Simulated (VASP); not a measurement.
Set up this calculation in VASP 6.6.1, as the native input.

- Task: single point
- Functional: PBE
- Potentials or basis: VASP PAW PBE potentials, release 64 (Sn_d, Pb_d, O)
- Cutoff: 520 eV
- k mesh: 8 × 8 × 2
- Occupations: gaussian, width 0.02 eV
- Spin: no spin polarisation
- Dipole correction: no
- Further INCAR settings: ALGO = Normal; EDIFF = 1e-07; NBANDS = 72

The structure of SnPb2O3 lies in POSCAR:

```
SnPb2O3
1.0
    3.9853942000      0.0000000000      0.0000000000
    0.0000000000      3.9853942000      0.0000000000
    0.0000000000      0.0000000000     16.3907388000
Sn Pb O
2 4 6
Direct
    0.5000000000      0.0000000000      0.9163630000
    0.0000000000      0.5000000000      0.0836370000
    0.5000000000      0.0000000000      0.2262790000
    0.5000000000      0.0000000000      0.5742540000
    0.0000000000      0.5000000000      0.4257460000
    0.0000000000      0.5000000000      0.7737210000
    0.5000000000      0.5000000000      0.8483130000
    0.5000000000      0.5000000000      0.1516870000
    0.5000000000      0.5000000000      0.5000000000
    0.0000000000      0.0000000000      0.8483130000
    0.0000000000      0.0000000000      0.1516870000
    0.0000000000      0.0000000000      0.5000000000
```

The input as run:

INCAR

```
PREC     = Accurate       # precision mode
ENCUT    = 520            # plane-wave cutoff, eV
EDIFF    = 1E-7           # SCF threshold, eV
ISMEAR   = 0              # smearing method
SIGMA    = 0.02           # smearing width, eV
LREAL    = False          # projectors in reciprocal space
LASPH    = True           # aspherical terms in the spheres
NELM     = 80             # most SCF steps
ALGO     = Normal         # electronic algorithm
ISIF     = 2              # what is computed and relaxed
LWAVE    = False          # write WAVECAR
LCHARG   = False          # write CHGCAR
GGA      = PE             # functional
NBANDS   = 72             # bands
KPAR     = 4
```

KPOINTS

```
regular mesh
0
Gamma
  8 8 2
```

Potentials or basis: VASP PAW PBE potentials, release 64 (Sn_d, Pb_d, O).

The run is started by

```sh
$ cat potpaw_PBE.64/Sn_d/POTCAR potpaw_PBE.64/Pb_d/POTCAR potpaw_PBE.64/O/POTCAR > POTCAR
$ mpirun -np 4 vasp_std > vasp.out
```

Results of the run:

```
Pressure               : 0.1 GPa
Largest force          : 0.057 eV/Å
Band gap on the k mesh : 1.21 eV (least direct gap 1.51 eV)
```

Caveat: spin-orbit coupling is left out, which moves the levels of the heavy elements.

Wall time 4.7 min on 4 MPI ranks on Intel(R) Xeon(R) Platinum 8259CL CPU @ 2.50GHz (Skylake/Cascade Lake) (shared host), peak memory 0.63 GiB a rank.
